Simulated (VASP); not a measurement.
# Be4ZnTe in VASP: a series of runs, part 2 of 2

VASP 6.6.1.

**4. Single point, PBE**

This run uses another cell than the first one, of 16.86 Å³/atom.

INCAR

```
PREC     = Accurate       # precision mode
ENCUT    = 600            # plane-wave cutoff, eV
EDIFF    = 1E-6           # SCF threshold, eV
ISMEAR   = 0              # smearing method
SIGMA    = 0.2            # smearing width, eV
LREAL    = False          # projectors in reciprocal space
LASPH    = True           # aspherical terms in the spheres
NELM     = 120            # most SCF steps
ALGO     = Normal         # electronic algorithm
ISIF     = 2              # what is computed and relaxed
LWAVE    = False          # write WAVECAR
LCHARG   = True           # write CHGCAR
GGA      = PE             # functional
LELF     = True           # ELF
LVHAR    = True         
NBANDS   = 22             # bands
GGA_COMPAT= False
```

KPOINTS

```
regular mesh
0
Gamma
  4 4 3
```

POSCAR

```
Be4ZnTe
1.0
    2.4044985062     -3.3203594339      0.0000000000
    2.4044985062      3.3203594339      0.0000000000
    0.0000000000      0.0000000000      6.3336943409
Be Zn Te
4 1 1
Direct
    0.6578274550      0.3421725450      0.1781285445
    0.3421725450      0.6578274550      0.1781285445
    0.6578274550      0.3421725450      0.8218714555
    0.3421725450      0.6578274550      0.8218714555
    0.5000000000      0.5000000000      0.5000000000
    0.0000000000      0.0000000000      0.0000000000
```

The run is started by

```bash
> cat potpaw_PBE.64/Be/POTCAR potpaw_PBE.64/Zn/POTCAR potpaw_PBE.64/Te/POTCAR > POTCAR
> mpirun -np 1 vasp_std > vasp.out
```

Wall time 73 s (1 thread of AMD EPYC 7R13, shared host); peak memory 0.23 GiB.

It converged, with:

```yaml
Free_energy: -14.7656 eV
Pressure: 0.1 GPa
Largest_force: 0.009 eV/Å
Band_gap_on_the_k_mesh: zero (bands 13 and 14 overlap by 1.79 eV)
```

Forces in eV/Å, atoms in the order of the input:
```
Be   0.000  0.009  0.002
Be   0.000 -0.009  0.002
Be   0.000  0.009 -0.002
Be   0.000 -0.009 -0.002
Zn   0.000  0.000  0.000
Te   0.000  0.000  0.000
```

Stress tensor (GPa, compression positive):
```
 0.12  0.00  0.00
 0.00  0.21  0.00
 0.00  0.00 -0.14
```

Levels at points of the mesh, in eV from the Fermi level:
```csv
k point,band 11,band 12,band 13,band 14,band 15,band 16
"(0.00, 0.00, 0.00)",-2.64,-0.95,-0.64,0.58,2.36,2.36
"(0.50, 0.00, 0.00)",-3.48,-1.91,-0.68,0.88,1.98,2.58
"(0.50, 0.50, 0.00)",-2.70,-1.44,-1.43,-0.93,-0.08,2.13
```

Caveat: the k points lie up to 0.40 Å⁻¹ apart, too coarse for converged energies and pressures of a metal; spin-orbit coupling is left out, which moves the levels of the heavy elements.

**5. Single point, PBE**

This run uses another cell than the first one, of 14.90 Å³/atom.

INCAR

```
PREC = Accurate ; ENCUT = 600
EDIFF = 1E-6 ; ISMEAR = 0
SIGMA = 0.2 ; LREAL = False
LASPH = True ; NELM = 120
ALGO = Normal ; ISIF = 2
LWAVE = False ; LCHARG = False
GGA = PE ; NBANDS = 22
GGA_COMPAT = False
```

KPOINTS

```
Automatic mesh
0
Gamma
  4 4 4
```

POSCAR

```
Be4ZnTe
1.0
    2.1571699637     -5.5005540186      0.0000000000
    2.1571699637      5.5005540186      0.0000000000
    0.0000000000      0.0000000000      3.7671370101
Be Zn Te
4 1 1
Direct
    0.7672562917      0.2327437083      0.0000000000
    0.2327437083      0.7672562917      0.0000000000
    0.5000000000      0.0000000000      0.5000000000
    0.0000000000      0.5000000000      0.5000000000
    0.5000000000      0.5000000000      0.5000000000
    0.0000000000      0.0000000000      0.0000000000
```

The run is started by

```bash
> cat potpaw_PBE.64/Be/POTCAR potpaw_PBE.64/Zn/POTCAR potpaw_PBE.64/Te/POTCAR > POTCAR
> mpirun -np 1 vasp_std > vasp.out
```

Run time: 94 s. Hardware: 1 thread of AMD EPYC 7R13, shared host; peak memory 0.24 GiB.

The run converged. Its results:

```yaml
Free_energy: -17.3294 eV
Pressure: 0.1 GPa
Largest_force: 0.076 eV/Å
Band_gap_on_the_k_mesh: zero (bands 13 and 14 overlap by 2.78 eV)
```

Forces in eV/Å, atoms in the order of the input:
```
Be   0.000  0.076  0.000
Be   0.000 -0.076  0.000
Be   0.000  0.000  0.000
Be   0.000  0.000  0.000
Zn   0.000  0.000  0.000
Te   0.000  0.000  0.000
```

Stress tensor (GPa, compression positive):
```
 0.15  0.00  0.00
 0.00 -0.08  0.00
 0.00  0.00  0.15
```

Levels at points of the mesh, in eV from the Fermi level:
```
           k point  band 11  band 12  band 13  band 14  band 15  band 16
(0.00, 0.00, 0.00)    -1.74    -1.48    -1.40     0.19     2.73     3.21
(0.50, 0.00, 0.00)    -0.64    -0.22     0.49     1.37     2.79     2.85
(0.50, 0.50, 0.00)    -1.30    -1.19    -0.87    -0.20     0.92     3.25
(0.00, 0.00, 0.50)    -1.48    -1.19    -1.11    -1.02     2.06     2.23
(0.50, 0.00, 0.50)    -3.37    -3.09    -2.19    -0.89     1.84     2.83
(0.50, 0.50, 0.50)    -1.54    -0.37     0.36     1.45     1.98     2.03
```

Caveat: the k points lie up to 0.42 Å⁻¹ apart, too coarse for converged energies and pressures of a metal; spin-orbit coupling is left out, which moves the levels of the heavy elements.

**6. Single point, PBE**

This run uses another cell than the first one, of 14.90 Å³/atom.

INCAR

```
PREC = Accurate
ENCUT = 600
EDIFF = 1E-6
ISMEAR = 0
SIGMA = 0.1
LREAL = F
LASPH = T
NELM = 120
ALGO = Normal
ISIF = 2
LWAVE = F
LCHARG = F
GGA = PE
NBANDS = 22
GGA_COMPAT = F
```

KPOINTS is that of step 5.

POSCAR is that of step 5.

Potentials or basis: VASP PAW PBE potentials, release 64 (Be, Zn, Te).

The run is started by

```bash
> cat potpaw_PBE.64/Be/POTCAR potpaw_PBE.64/Zn/POTCAR potpaw_PBE.64/Te/POTCAR > POTCAR
> mpirun -np 1 vasp_std > vasp.out
```

OUTCAR:

```text
PREC = Accurate
   ENCUT = 600
   EDIFF = 1E-6
   ISMEAR = 0
   LREAL = F
   LASPH = T
   NELM = 120
   ISIF = 2
   GGA = PE

 ion  position               nearest neighbor table
   1  0.767  0.233  0.000-   3 2.18   4 2.18   3 2.18   4 2.18   2 2.19   2 2.19   6 2.56
   2  0.233  0.767  0.000-   3 2.18   4 2.18   3 2.18   4 2.18   1 2.19   1 2.19   6 2.56
   3  0.500  0.000  0.500-   4 2.16   4 2.16   1 2.18   1 2.18   2 2.18   2 2.18
   4  0.000  0.500  0.500-   3 2.16   3 2.16   1 2.18   1 2.18   2 2.18   2 2.18
   5  0.500  0.500  0.500-   6 2.86   6 2.86   6 2.86   6 2.86
   6  0.000  0.000  0.000-   1 2.56   2 2.56   5 2.86   5 2.86   5 2.86   5 2.86

  LATTYP: Found a base centered orthorhombic cell.
 ALAT       =     4.3143399274
[... 725 lines left out ...]
  Total        0.1235691     -0.0075606     -0.0570231      0.0000000      0.0000000      0.0000000
  in kB        2.2145648     -0.1354993     -1.0219482      0.0000000      0.0000000      0.0000000
  external PRESSURE =       0.3523724 kB  Pullay stress =       0.0000000 kB

 VOLUME and BASIS-vectors are now :
 -----------------------------------------------------------------------------
  energy-cutoff  :      600.00
  volume of cell :       89.40
      direct lattice vectors                 reciprocal lattice vectors
     2.157169964 -5.500554019  0.000000000     0.231785167 -0.090899934  0.000000000
     2.157169964  5.500554019  0.000000000     0.231785167  0.090899934  0.000000000
     0.000000000  0.000000000  3.767137010     0.000000000  0.000000000  0.265453578

 POSITION                                       TOTAL-FORCE (eV/Angst)
 -----------------------------------------------------------------------------------
      2.15717     -2.94012      0.00000        -0.000000      0.077320      0.000000
      2.15717      2.94012      0.00000        -0.000000     -0.077320      0.000000
      1.07858     -2.75028      1.88357         0.000000      0.000000      0.000000
      1.07858      2.75028      1.88357         0.000000      0.000000      0.000000
      2.15717      0.00000      1.88357        -0.000000     -0.000000      0.000000
      0.00000      0.00000      0.00000        -0.000000     -0.000000      0.000000
 -----------------------------------------------------------------------------------
    total drift:                               -0.000000     -0.000000     -0.000000

  FREE ENERGIE OF THE ION-ELECTRON SYSTEM (eV)
  ---------------------------------------------------
  free  energy   TOTEN  =       -17.3166496402 eV

  energy  without entropy=      -17.3066966547  energy(sigma->0) =      -17.31167315
```

stdout:

```text
POSCAR found type information on POSCAR BeZnTe
 POSCAR found :  3 types and       6 ions
 scaLAPACK will be used
 LDA part: xc-table for (Slater+PW92), standard interpolation
 POSCAR, INCAR and KPOINTS ok, starting setup
 FFT: planning ... GRIDC
 FFT: planning ... GRID_SOFT
 FFT: planning ... GRID
 WAVECAR not read
 entering main loop
```

Wall time 74 s (1 thread of AMD EPYC 7R13, shared host); peak memory 0.24 GiB.

Results:

```yaml
Free_energy: -17.3166 eV
Pressure: 0.0 GPa
Largest_force: 0.077 eV/Å
Band_gap_on_the_k_mesh: zero (bands 13 and 14 overlap by 2.78 eV)
```

Forces in eV/Å, atoms in the order of the input:
```
Be   0.000  0.077  0.000
Be   0.000 -0.077  0.000
Be   0.000  0.000  0.000
Be   0.000  0.000  0.000
Zn   0.000  0.000  0.000
Te   0.000  0.000  0.000
```

Caveat: the k points lie up to 0.42 Å⁻¹ apart, too coarse for converged energies and pressures of a metal; spin-orbit coupling is left out, which moves the levels of the heavy elements.

**7. The runs side by side**

```csv
cell,k mesh,smearing,gap on the mesh (eV),pressure (GPa),largest force (eV/Å)
"a = 5.159, b = 5.159, c = 3.867 Å, angles 90.0, 90.0, 86.0°, 6 atoms, atomic positions A",3 × 3 × 5,gaussian 0.2 eV,none,0.4,0.02
"a = 6.055, b = 4.033, c = 4.033 Å, angles 89.0, 90.0, 90.0°, 6 atoms, atomic positions B",3 × 4 × 4,gaussian 0.2 eV,none,0.1,0.02
"a = 4.100, b = 4.100, c = 6.334 Å, angles 90.0, 90.0, 108.2°, 6 atoms, atomic positions C",4 × 4 × 3,gaussian 0.2 eV,none,0.1,0.01
"a = 5.908, b = 5.908, c = 3.767 Å, angles 90.0, 90.0, 137.2°, 6 atoms, atomic positions D",4 × 4 × 4,gaussian 0.2 eV,none,0.1,0.08
"a = 5.908, b = 5.908, c = 3.767 Å, angles 90.0, 90.0, 137.2°, 6 atoms, atomic positions D",4 × 4 × 4,gaussian 0.1 eV,none,0.0,0.08
```

Alike in all rows: task single point; level PBE; potentials or basis VASP PAW PBE potentials, release 64 (Be, Zn, Te); no spin polarisation; cutoff (eV) 600.

Caveats: all runs use coarse meshes; spin-orbit coupling is left out, which moves the levels of the heavy elements; semilocal functionals underestimate gaps, so a narrow gap can read as zero (at least some runs).

Total energies depend on the potentials used, so only differences within one code and one set of settings carry meaning.
